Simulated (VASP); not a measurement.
# GePt2: single point with PBEsol

GePt2:

```xyz
9
Lattice="6.7440 0.0000 0.0000 -3.3720 5.8405 0.0000 0.0000 0.0000 3.5410" Properties=species:S:1:pos:R:3 pbc="T T T"
Ge    3.3720    1.9468    0.0000
Ge    0.0000    3.8936    0.0000
Ge    0.0000    0.0000    1.7705
Pt    4.1959    0.0000    1.7705
Pt    1.2740    2.2067    1.7705
Pt   -2.0980    3.6338    1.7705
Pt   -0.9541    1.6525    0.0000
Pt    2.4179    4.1880    0.0000
Pt    1.9081    0.0000    0.0000
```

```json
{
  "Program": "VASP 6.6.1",
  "Task": "single point",
  "Functional": "PBEsol",
  "Potentials or basis": "VASP PAW PBE potentials, release 64 (Ge_d, Pt)",
  "Cutoff": "520 eV",
  "k mesh": "6 × 6 × 10",
  "Occupations": "gaussian, width 0.1 eV",
  "Spin": "no spin polarisation",
  "Dipole correction": "no",
  "Further INCAR settings": "ALGO = Fast; EDIFF = 1e-07; NBANDS = 61"
}
```

The pressure is -3.4 GPa. The largest force is 0.008 eV/Å and the band gap on the k mesh is zero (bands 51 and 52 overlap by 1.33 eV).

Forces on the atoms (eV/Å):
```
Ge   0.000  0.000  0.000
Ge   0.000  0.000  0.000
Ge   0.000  0.000  0.000
Pt  -0.008  0.000  0.000
Pt   0.004  0.007  0.000
Pt   0.004 -0.007  0.000
Pt  -0.002  0.004  0.000
Pt  -0.002 -0.004  0.000
Pt   0.004  0.000  0.000
```

Stress tensor (GPa, compression positive):
```
-3.10  0.00  0.00
 0.00 -3.10  0.00
 0.00  0.00 -3.93
```

Levels at points of the mesh, in eV from the Fermi level:
| k point | band 48 | band 49 | band 50 | band 51 | band 52 | band 53 | band 54 | band 55 |
| --- | --- | --- | --- | --- | --- | --- | --- | --- |
| (0.00, 0.00, 0.00) | -1.38 | -1.29 | -1.29 | -1.23 | -0.91 | 0.39 | 2.02 | 4.98 |
| (0.50, 0.00, 0.00) | -0.99 | -0.96 | -0.81 | -0.32 | 0.35 | 1.17 | 1.26 | 3.39 |
| (0.00, 0.00, 0.50) | -0.65 | -0.65 | 0.09 | 0.09 | 0.84 | 0.98 | 1.45 | 1.53 |
| (0.50, 0.00, 0.50) | -1.27 | -1.25 | -0.97 | -0.95 | 1.10 | 1.48 | 2.16 | 2.53 |

It took 4.4 min on 1 thread of Intel(R) Xeon(R) 6975P-C (Granite Rapids), on a shared host, peak memory 0.42 GiB.

Caveat: the cell stands under tension; the PAW data sets were made with another functional, which shifts forces and pressure a little; spin-orbit coupling is left out, which moves the levels of the heavy elements.
